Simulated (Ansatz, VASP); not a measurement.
**KF: VASP beside Ansatz**

```
CELL_PARAMETERS angstrom
0.00000 2.74128 2.74128
2.74128 0.00000 2.74128
2.74128 2.74128 0.00000
ATOMIC_POSITIONS crystal
K 0.00000 0.00000 0.00000
F 0.50000 0.50000 0.50000
```

Change from the starting cell: volume scaled by 1.08.

Alike in both runs: task relaxation of cell and atoms; functional revPBE; dispersion D3(BJ); k mesh 9 × 9 × 9; occupations gaussian, width 0.01 eV; no spin polarisation.

|  | VASP | Ansatz |
| --- | --- | --- |
| version | VASP 6.6.1 | Ansatz 0.2.0 |
| potentials or method | VASP PAW PBE potentials, release 64 (K_sv, F) | Ansatz PAW |
| plane-wave cutoff (eV) | 600 | 420 |
| valence electrons in the cell | 16 | 16 |

VASP gave:

```
gap on the k mesh at the Fermi level, each at its own relaxed structure (eV) : 6.29
relaxed volume (Å³/atom)                                                     : 19.76
relaxed cell length with the largest relative difference (Å)                 : 3.823
```

Q: Estimate Ansatz's values.

A: gap on the k mesh at the Fermi level, each at its own relaxed structure (eV): 6.29; relaxed volume (Å³/atom): 19.80; relaxed cell length with the largest relative difference (Å): 3.826.

VASP's potentials were made for PBE, not for revPBE.

Noted on Ansatz's run: odd divisions of the mesh miss points on the zone boundary, where band edges often lie, so the gap on the mesh can be too wide; the plane-wave basis is chosen anew once the cell has moved, so the energies of steps on either side of that aren't comparable.
